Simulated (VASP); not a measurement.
Mg2Si3N: single point with PBE

Crystal: Mg2Si3N.

```xyz
6
Lattice="3.1728 0.0000 0.0000 -1.5864 2.7477 0.0000 0.0000 0.0000 10.3212" Properties=species:S:1:pos:R:3 pbc="T T T"
Mg    1.5864    0.9159    9.2763
Mg    0.0000    1.8318    1.0449
Si    0.0000    1.8318    6.9083
Si    0.0000    0.0000    5.1606
Si    1.5864    0.9159    3.4129
N     0.0000    0.0000    0.0000
```

```yaml
Program: VASP 6.6.1
Task: single point
Functional: PBE
Potentials_or_basis: VASP PAW PBE potentials, release 64 (Mg, Si, N)
Cutoff: 600 eV
k_mesh: 5 × 5 × 2
Occupations: gaussian, width 0.2 eV
Spin: no spin polarisation
```

| Property | Result |
| --- | --- |
| Pressure | -0.2 GPa |
| Largest force | 0.025 eV/Å |
| Band gap on the k mesh | zero (an odd number of electrons rules out a gap without spin polarisation) |

Forces in eV/Å, atoms in the order of the input:
```
Mg   0.000  0.000  0.025
Mg   0.000  0.000 -0.025
Si   0.000  0.000  0.006
Si   0.000  0.000  0.000
Si   0.000  0.000 -0.006
N    0.000  0.000  0.000
```

Stress tensor (GPa, compression positive):
```
-0.11  0.00  0.00
 0.00 -0.11  0.00
 0.00  0.00 -0.32
```

Levels at points of the mesh, in eV from the Fermi level:
```csv
k point,band 7,band 8,band 9,band 10,band 11,band 12,band 13,band 14
"(0.00, 0.00, 0.00)",-0.23,-0.23,0.95,3.32,3.32,4.41,4.41,6.05
"(0.00, 0.00, 0.50)",-0.23,-0.23,2.80,3.31,3.31,3.69,4.41,4.41
```

Run time: 68 s on 1 thread of Intel Xeon 8259CL, with other jobs on the host, peak memory 0.24 GiB.

Caveat: the k points lie up to 0.46 Å⁻¹ apart, too coarse for converged energies and pressures of a metal.
